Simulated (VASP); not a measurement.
# Ge: single point with LDA

Ge:

```xyz
2
Lattice="0.0000 2.8098 2.8098 2.8098 0.0000 2.8098 2.8098 2.8098 0.0000" Properties=species:S:1:pos:R:3 pbc="T T T"
Ge    2.8098    2.8098    2.8098
Ge    4.2147    4.2147    4.2147
```

This cell differs from its parent crystal: volume scaled by 0.98.

```
Program                : VASP 6.6.1
Task                   : single point
Functional             : LDA
Potentials or basis    : VASP PAW LDA potentials, release 64 (Ge_d)
Cutoff                 : 520 eV
k mesh                 : 10 × 10 × 10
Occupations            : fermi-dirac, width 0.05 eV
Spin                   : no spin polarisation
Dipole correction      : no
Further INCAR settings : ALGO = Normal; EDIFF = 1e-06; NBANDS = 21
```

```
Pressure               : 0.3 GPa
Band gap on the k mesh : 0.04 eV, direct
```

Levels at points of the mesh, in eV from the valence-band top:
| k point | band 12 | band 13 | band 14 | band 15 | band 16 | band 17 |
| --- | --- | --- | --- | --- | --- | --- |
| (0.00, 0.00, 0.00) | 0.00 | 0.00 | 0.00 | 0.04 | 2.54 | 2.54 |
| (0.50, 0.00, 0.00) | -7.73 | -1.44 | -1.44 | 0.13 | 3.73 | 3.73 |
| (0.50, 0.50, 0.00) | -9.00 | -3.15 | -3.15 | 0.64 | 0.64 | 9.58 |

It took 34 s on 1 thread of Intel Xeon 6975P-C, with other jobs on the host, peak memory 0.16 GiB.

 A k mesh can miss the band edges.
